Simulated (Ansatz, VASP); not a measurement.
## Two plane-wave programs on AgS

INCAR

```
PREC = Accurate
ENCUT = 520
EDIFF = 1E-6
ISMEAR = 0
SIGMA = 0.1
LREAL = False
LASPH = True
NELM = 60
ALGO = Normal
ISIF = 2
LWAVE = False
LCHARG = False
GGA = PE
NBANDS = 16
```

File KPOINTS:

```
Automatic mesh
0
Gamma
  18 18 18
```

POSCAR

```
AgS
1.0
    0.0000000000      2.6932479617      2.6932479617
    2.6932479617      0.0000000000      2.6932479617
    2.6932479617      2.6932479617      0.0000000000
Ag S
1 1
Direct
    0.0000000000      0.0000000000      0.0000000000
    0.5000000000      0.5000000000      0.5000000000
```

Input for Ansatz:

```yaml
crystal:
  lattice:
    - [0.0, 2.6932479617, 2.6932479617]
    - [2.6932479617, 0.0, 2.6932479617]
    - [2.6932479617, 2.6932479617, 0.0]
  atoms:
    - { symbol: Ag, position: [0.0, 0.0, 0.0] }
    - { symbol: S, position: [0.5, 0.5, 0.5] }
basis:
  ecutwfc: 420
kpoints:
  mp_grid: { grid: [18, 18, 18] }
hamiltonian:
  xc: pbe
scf:
  occupations: { method: gaussian, width: 0.1 }
output:
  forces: true
  stress: true
  eigenvalues: true
```

Alike in both runs: task single point; functional PBE; k mesh 18 × 18 × 18; occupations gaussian, width 0.1 eV; no spin polarisation.

```csv
,VASP,Ansatz
version,VASP 6.6.1,Ansatz 0.2.0
potentials or method,"VASP PAW PBE potentials, release 64 (Ag, S), cutoff 520 eV","scalar-relativistic, plane waves, PAW"
valence electrons in the cell,17,25
```

|  | VASP | Ansatz | Ansatz less VASP |
| --- | --- | --- | --- |
| gap on the k mesh at the Fermi level (eV) | none | none | - |
| pressure (GPa) | -4.3 | -4.2 | +0.14 |

A gap of «none» marks a metal or a gap that the smearing closes. VASP's potentials hold 17 valence electrons a cell and Ansatz's 25, so a difference there can come from the potentials and not from the codes.
